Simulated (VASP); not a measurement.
# MgO (P6_3mc) in VASP: a series of runs

MgO is run at these levels: HSE06; tasks: single point.

Everything below comes from runs of VASP 6.6.1. Logs are shortened: lines on timing, memory, paths and dates and some standing lists are left out, and cuts for length are marked.

**1. The cell of the first run**

Symmetry: P6_3mc, No. 186, hexagonal system. Conventional cell: a = 3.387 Å, b = 3.387 Å, c = 5.185 Å, α = 90.00°, β = 90.00°, γ = 120.00°. Mg (site symmetry 3m) has 4 O at 2.03 Å within 2.7 Å. Within 2.7 Å of O (site symmetry 3m) lie 4 Mg at 2.03 Å.

**2. Single point, HSE06 (strain +3.0%)**

The input, POSCAR:

```
MgO
1.0
    3.3868637024      0.0000000000      0.0000000000
   -1.6934318512      2.9331100054      0.0000000000
    0.0000000000      0.0000000000      5.1853974035
Mg O
2 2
Direct
    0.3333333333      0.6666666667     -0.0086890121
    0.6666666667      0.3333333333      0.4913109879
    0.3333333333      0.6666666667      0.3836890121
    0.6666666667      0.3333333333      0.8836890121
```

The input, INCAR.step1:

```
PREC = Accurate
ENCUT = 520
EDIFF = 1E-5
ISMEAR = 0
SIGMA = 0.01
LREAL = False
LASPH = True
NELM = 100
ALGO = Normal
ISIF = 2
LWAVE = True
LCHARG = False
NBANDS = 16
GGA = PE
```

The input, INCAR.step2:

```
PREC = Accurate
ENCUT = 520
EDIFF = 1E-6
ISMEAR = 0
SIGMA = 0.01
LREAL = False
LASPH = True
NELM = 100
ALGO = Normal
ISIF = 2
LWAVE = False
LCHARG = False
GGA = PE
LHFCALC = True
HFSCREEN = 0.2079
PRECFOCK = Normal
NBANDS = 16
ISTART = 1
```

The input, KPOINTS:

```
Automatic mesh
0
Gamma
  6 6 4
```

Potentials or basis: VASP PAW PBE potentials, release 64 (Mg, O).

The run is started by

```console
$ cat potpaw_PBE.64/Mg/POTCAR potpaw_PBE.64/O/POTCAR > POTCAR
$ cp INCAR.step1 INCAR
$ mpirun -np 1 vasp_std > vasp.out
$ cp INCAR.step2 INCAR
$ mpirun -np 1 vasp_std > vasp.out
```

OUTCAR:

```text
PREC = Accurate
   ENCUT = 520
   EDIFF = 1E-6
   ISMEAR = 0
   LREAL = False
   LASPH = True
   NELM = 100
   ISIF = 2
   GGA = PE
   LHFCALC = True
   HFSCREEN = 0.2079
   PRECFOCK = Normal
   ISTART = 1

 ion  position               nearest neighbor table
   1  0.333  0.667  0.991-   4 2.03   4 2.03   4 2.03   3 2.03   2 3.25   2 3.25   2 3.25   2 3.25
                             2 3.25   2 3.25
   2  0.667  0.333  0.491-   3 2.03   3 2.03   3 2.03   4 2.03   1 3.25   1 3.25   1 3.25   1 3.25
                             1 3.25   1 3.25
   3  0.333  0.667  0.384-   2 2.03   2 2.03   2 2.03   1 2.03
   4  0.667  0.333  0.884-   1 2.03   1 2.03   1 2.03   2 2.03

  LATTYP: Found a hexagonal cell.
 ALAT       =     3.3868637024
 C/A-ratio  =     1.5310322053

  Lattice vectors:

 A1 = (   3.3868637024,   0.0000000000,   0.0000000000)
 A2 = (  -1.6934318512,   2.9331100054,   0.0000000000)
 A3 = (   0.0000000000,   0.0000000000,   5.1853974035)

Analysis of symmetry for initial positions (statically):
=====================================================================
 Subroutine PRICEL returns:
 Original cell was already a primitive cell.

 Routine SETGRP: Setting up the symmetry group for a
 hexagonal supercell.

 Subroutine GETGRP returns: Found 12 space group operations
 (whereof  6 operations were pure point group operations)
 out of a pool of 24 trial point group operations.

The static configuration has the point symmetry C_3v.
 The point group associated with its full space group is C_6v.

Analysis of symmetry for dynamics (positions and initial velocities):
=====================================================================
 Subroutine PRICEL returns:
 Original cell was already a primitive cell.

 Routine SETGRP: Setting up the symmetry group for a
 hexagonal supercell.

 Subroutine GETGRP returns: Found 12 space group operations
 (whereof  6 operations were pure point group operations)
 out of a pool of 24 trial point group operations.

The dynamic configuration has the point symmetry C_3v.
 The point group associated with its full space group is C_6v.

 Subroutine INISYM returns: Found 12 space group operations
 (whereof  6 operations are pure point group operations),
 and found     1 'primitive' translations

----------------------------------------------------------------------------------------

                                     Primitive cell

  volume of cell :      51.5120

  direct lattice vectors                    reciprocal lattice vectors
     3.386863702  0.000000000  0.000000000     0.295258412  0.170467524  0.000000000
    -1.693431851  2.933110005  0.000000000     0.000000000  0.340935048  0.000000000
     0.000000000  0.000000000  5.185397403     0.000000000  0.000000000  0.192849250

  length of vectors
     3.386863702  3.386863702  5.185397403     0.340935048  0.340935048  0.192849250

  position of ions in fractional coordinates (direct lattice)
     0.333333333  0.666666667  0.991310988
     0.666666667  0.333333333  0.491310988
     0.333333333  0.666666667  0.383689012
     0.666666667  0.333333333  0.883689012

  ion indices of the primitive-cell ions
   primitive index   ion index
                 1           1
                 2           2
                 3           3
                 4           4

----------------------------------------------------------------------------------------

 KPOINTS: Automatic mesh

Automatic generation of k-mesh.
 Grid dimensions read from file:
 generate k-points for:    6    6    4

 Generating k-lattice:

  Cartesian coordinates                     Fractional coordinates (reciprocal lattice)
     0.049209735  0.028411254  0.000000000     0.166666667  0.000000000  0.000000000
     0.000000000  0.056822508  0.000000000     0.000000000  0.166666667  0.000000000
     0.000000000  0.000000000  0.048212312     0.000000000  0.000000000  0.250000000

  Length of vectors
     0.056822508  0.056822508  0.048212312

  Shift w.r.t. Gamma in fractional coordinates (k-lattice)
     0.000000000  0.000000000  0.000000000

 Subroutine IBZKPT returns following result:
 ===========================================

 Found     21 irreducible k-points:

 Following reciprocal coordinates:
            Coordinates               Weight
  0.000000  0.000000  0.000000      1.000000
  0.166667  0.000000  0.000000      6.000000
  0.333333  0.000000  0.000000      6.000000
  0.500000  0.000000  0.000000      3.000000
  0.166667  0.166667  0.000000      6.000000
  0.333333  0.166667  0.000000     12.000000
[... 13 lines left out ...]
  0.333333  0.166667  0.500000     12.000000
  0.333333  0.333333  0.500000      2.000000
   k-points           NKPTS =     21   k-points in BZ     NKDIM =    144   number of bands    NBANDS=     16
   number of dos      NEDOS =    301   number of ions     NIONS =      4
   total plane-waves  NPLWV =  31360
   dimension x,y,z NGX =    28 NGY =   28 NGZ =   40
   dimension x,y,z NGXF=    56 NGYF=   56 NGZF=   80
   ions per type =               2   2
   NGX,Y,Z   is equivalent  to a cutoff of  13.74, 13.74, 12.82 a.u.
   NGXF,Y,Z  is equivalent  to a cutoff of  27.49, 27.49, 25.65 a.u.
 SYSTEM =  unknown system
   PREC   = accura    normal or accurate (medium, high low for compatibility)
   ISTART =      1    job   : 0-new  1-cont  2-samecut
   ICHARG =      0    charge: 1-file 2-atom 10-const
   ISPIN  =      1    spin polarized calculation?
   LNONCOLLINEAR =      F non collinear calculations
   LSORBIT =      F    spin-orbit coupling
   LASPH  =      T    aspherical Exc in radial PAW
   ENCUT  =  520.0 eV  38.22 Ry    6.18 a.u.   6.30  6.30  9.64*2*pi/ulx,y,z
   NELM   =    100;   NELMIN=  2; NELMDL=  0     # of ELM steps
   EDIFF  = 0.1E-05   stopping-criterion for ELM
   LREAL  =      F    real-space projection
   EDIFFG = 0.1E-04   stopping-criterion for IOM
   NSW    =      0    number of steps for IOM
   IBRION =     -1    ionic relax: 0-MD 1-quasi-New 2-CG
   NFREE  =      0    steps in history (QN), initial steepest desc. (CG)
   ISIF   =      2    stress and relaxation
   ISYM   =      3    0-nonsym 1-usesym 2-fastsym
   POTIM  = 0.5000    time-step for ionic-motion
   TEBEG  =    0.0;   TEEND  =   0.0 temperature during run
   PSTRESS=    0.0 pullay stress
   NELECT =      16.0000    total number of electrons
   NUPDOWN=      -1.0000    fix difference up-down
   EMIN   =  10.00;   EMAX   =-10.00  energy-range for DOS
   EFERMI =   0.00;   METHOD = LEGACY
   ISMEAR =     0;   SIGMA  =   0.01  broadening in eV -4-tet -1-fermi 0-gaus
   EFERMI_NEDOS =   21; number of points for ismear=-14 and -15
   IALGO  =     38    algorithm
   IMIX   =      1    mixing-type and parameters
     AMIX     =   0.40;   BMIX     =  1.00
     AMIX_MAG =   1.60;   BMIX_MAG =  1.00
  volume/ion in A,a.u.               =      12.88        86.90
  Fermi-wavevector in a.u.,A,eV,Ry     =   1.108695  2.095130 16.724346  1.229205
  Thomas-Fermi vector in A             =   2.245225
   LORBIT       =      0    0 simple, 1 ext, 2 COOP (PROOUT), +10 PAW based schemes
   GGA     = PE    functional components
   LHFCALC =     T    Hartree Fock is set to
   PRECFOCK=normal    Normal, Fast or Accurate (Low or Medium for compatibility)
   ENCUT4O =  -1.0   cutoff for four orbital integrals eV
   NKREDX  =     1    reduce k-point grid by
   NKREDY  =     1    reduce k-point grid by
   NKREDZ  =     1    reduce k-point grid by
   AEXX    =    0.2500 exact exchange contribution
   HFSCREEN=    0.2079 screening length (either q_TF or 0.3 A-1)
   HFSCREENC=   0.2079 screening length for correlation (either q_TF or 0.3 A-1)
   ENCUTFOCK=  -1.0 apply spherical cutoff to Coloumb kernel
   IVDW    =     0    specifies the selected vdW correction
   LEPSILON=     F    determine dielectric tensor
   LRPA    =     F    only Hartree local field effects (RPA)
 non-spin polarized calculation
 Gauss-broadening in eV      SIGMA  =   0.01
  energy-cutoff  :      520.00
  volume of cell :       51.51
 maximum number of plane-waves:      1403
 NGX is ok and might be reduce to    28
  NGX = 20; NGY = 20; NGZ = 30

 number of electron      16.0000001 magnetization

 Free energy of the ion-electron system (eV)
  ---------------------------------------------------
  ext. energy  EPLUGINS =         0.00000000
  ---------------------------------------------------
  free energy    TOTEN  =       -27.89187788 eV

  energy without entropy =      -27.89187788  energy(sigma->0) =      -27.89187788

 E-fermi :  -0.4494     XC(G=0):  -7.7389

 val. band max:       -0.5727673126   @ k =   0.0000   0.0000   0.0000
 cond. band min:       4.0510388253   @ k =   0.0000   0.0000   0.0000
 fundamental gap:      4.6238061379
 Fermi energy:        -0.4493845511

 k-point     1 :       0.0000    0.0000    0.0000
  band No.  band energies     occupation
      1     -17.9913      2.00000
      2     -17.3058      2.00000
      3      -3.7418      2.00000
      4      -1.2394      2.00000
      5      -1.2394      2.00000
      6      -0.9037      2.00000
[... 8 lines left out ...]
     15      17.1001      0.00000
     16      17.1001      0.00000

 k-point     2 :       0.1667    0.0000    0.0000
  band No.  band energies     occupation
      1     -17.8728      2.00000
      2     -17.2663      2.00000
      3      -3.4783      2.00000
      4      -1.8848      2.00000
      5      -1.5496      2.00000
      6      -1.4015      2.00000
[... 8 lines left out ...]
     15      16.1629      0.00000
     16      16.6131      0.00000

 k-point     3 :       0.3333    0.0000    0.0000
  band No.  band energies     occupation
      1     -17.6034      2.00000
      2     -17.2094      2.00000
      3      -3.0578      2.00000
      4      -2.7997      2.00000
      5      -2.3604      2.00000
      6      -1.6649      2.00000
[... 8 lines left out ...]
     15      15.2176      0.00000
     16      16.3517      0.00000
[... 305 lines left out ...]
 k-point    20 :       0.3333    0.1667    0.5000
  band No.  band energies     occupation
      1     -17.3177      2.00000
      2     -17.3177      2.00000
      3      -3.3649      2.00000
      4      -3.3649      2.00000
      5      -1.9390      2.00000
      6      -1.9390      2.00000
[... 8 lines left out ...]
     15      16.1215      0.00000
     16      16.1215      0.00000

 k-point    21 :       0.3333    0.3333    0.5000
  band No.  band energies     occupation
      1     -17.2739      2.00000
      2     -17.2739      2.00000
      3      -3.1018      2.00000
      4      -3.1018      2.00000
      5      -2.5559      2.00000
      6      -2.5559      2.00000
[... 8 lines left out ...]
     15      16.6339      0.00000
     16      16.6339      0.00000

------------------------ aborting loop because EDIFF is reached ----------------------------------------

  FORCE on cell =-STRESS in cart. coord.  units (eV):
  Direction    XX          YY          ZZ          XY          YZ          ZX
  --------------------------------------------------------------------------------------
  -------------------------------------------------------------------------------------
  Total       -3.3075534     -3.3075534     -2.6253569      0.0000000     -0.0000000      0.0000000
  in kB     -102.8748777   -102.8748777    -81.6565094      0.0000000     -0.0000000      0.0000000
  external PRESSURE =     -95.8020883 kB  Pullay stress =       0.0000000 kB

 VOLUME and BASIS-vectors are now :
 -----------------------------------------------------------------------------
  energy-cutoff  :      520.00
  volume of cell :       51.51
      direct lattice vectors                 reciprocal lattice vectors
     3.386863702  0.000000000  0.000000000     0.295258412  0.170467524  0.000000000
    -1.693431851  2.933110005  0.000000000     0.000000000  0.340935048  0.000000000
     0.000000000  0.000000000  5.185397403     0.000000000  0.000000000  0.192849250

 POSITION                                       TOTAL-FORCE (eV/Angst)
 -----------------------------------------------------------------------------------
     -0.00000      1.95541      5.14034        -0.000000      0.000000      0.004498
      1.69343      0.97770      2.54764         0.000000     -0.000000      0.004498
     -0.00000      1.95541      1.98958         0.000000      0.000000     -0.004498
      1.69343      0.97770      4.58228        -0.000000     -0.000000     -0.004498
 -----------------------------------------------------------------------------------
    total drift:                                0.000000     -0.000000      0.000511

  FREE ENERGIE OF THE ION-ELECTRON SYSTEM (eV)
  ---------------------------------------------------
  free  energy   TOTEN  =       -27.8918778762 eV

  energy  without entropy=      -27.8918778762  energy(sigma->0) =      -27.89187788
```

Wall time 48 min (1 thread of Intel Xeon Platinum 8259CL at 2.50GHz (Skylake/Cascade Lake), shared host); peak memory 0.29 GiB.

What came out:

* Free energy: -27.8919 eV
* Pressure: -9.6 GPa
* Largest force: 0.004 eV/Å
* Band gap on the k mesh: 4.62 eV

Forces in eV/Å, atoms in the order of the input:
```
Mg   0.000  0.000  0.004
Mg   0.000  0.000  0.004
O    0.000  0.000 -0.004
O    0.000  0.000 -0.004
```

Caveat: the cell differs from its parent crystal (strain +3.0%); the cell stands under tension; the PAW data sets were made with another functional, which shifts forces and pressure a little.

**3. Single point, HSE06 (strain +3.0%)**

The input, POSCAR:

```
MgO
1.0
    3.3868637712      0.0000000000      0.0000000000
   -1.6934318856      2.9331100650      0.0000000000
    0.0000000000      0.0000000000      5.1853971216
Mg O
2 2
Direct
    0.3333333333      0.6666666667     -0.0086890280
    0.6666666667      0.3333333333      0.4913109720
    0.3333333333      0.6666666667      0.3836890280
    0.6666666667      0.3333333333      0.8836890280
```

The input, INCAR.step1:

```
PREC = Accurate
ENCUT = 520
EDIFF = 1E-5
ISMEAR = 0
SIGMA = 0.01
LREAL = False
LASPH = True
NELM = 80
ALGO = Normal
ISIF = 2
LWAVE = True
GGA = PE
NBANDS = 16
```

The input, INCAR.step2:

```
PREC = Accurate
ENCUT = 520
EDIFF = 1E-6
ISMEAR = 0
SIGMA = 0.01
LREAL = False
LASPH = True
NELM = 80
ALGO = Normal
ISIF = 2
LWAVE = False
LCHARG = True
GGA = PE
LHFCALC = True
HFSCREEN = 0.2079
PRECFOCK = Normal
LELF = True
LVHAR = True
ISTART = 1
NBANDS = 16
```

KPOINTS is that of step 2.

Potentials or basis: VASP PAW PBE potentials, release 64 (Mg, O).

The run is started by

```console
$ cat potpaw_PBE.64/Mg/POTCAR potpaw_PBE.64/O/POTCAR > POTCAR
$ cp INCAR.step1 INCAR
$ mpirun -np 1 vasp_std > vasp.out
$ cp INCAR.step2 INCAR
$ mpirun -np 1 vasp_std > vasp.out
```

It took 53 min on 1 thread of Intel Xeon 8259CL, shared host; peak memory 0.3 GiB.

It converged, with:

* Free energy: -27.8919 eV
* Pressure: -9.6 GPa
* Largest force: 0.004 eV/Å
* Band gap on the k mesh: 4.62 eV

Forces in eV/Å, atoms in the order of the input:
```
Mg   0.000  0.000  0.004
Mg   0.000  0.000  0.004
O    0.000  0.000 -0.004
O    0.000  0.000 -0.004
```

Stress tensor (GPa, compression positive):
```
-10.29   0.00   0.00
  0.00 -10.29   0.00
  0.00   0.00  -8.17
```

Levels at points of the mesh, in eV from the valence-band top:
| k point | band 6 | band 7 | band 8 | band 9 | band 10 | band 11 |
| --- | --- | --- | --- | --- | --- | --- |
| (0.00, 0.00, 0.00) | -0.33 | -0.33 | 0.00 | 4.62 | 9.65 | 11.54 |
| (0.50, 0.00, 0.00) | -1.21 | -0.77 | -0.46 | 9.19 | 9.37 | 10.45 |
| (0.00, 0.00, 0.50) | -0.50 | -0.50 | -0.50 | 7.11 | 7.11 | 14.32 |
| (0.50, 0.00, 0.50) | -0.85 | -0.68 | -0.68 | 8.72 | 8.72 | 12.11 |

Caveat: the cell differs from its parent crystal (strain +3.0%); the cell stands under tension; the PAW data sets were made with another functional, which shifts forces and pressure a little.
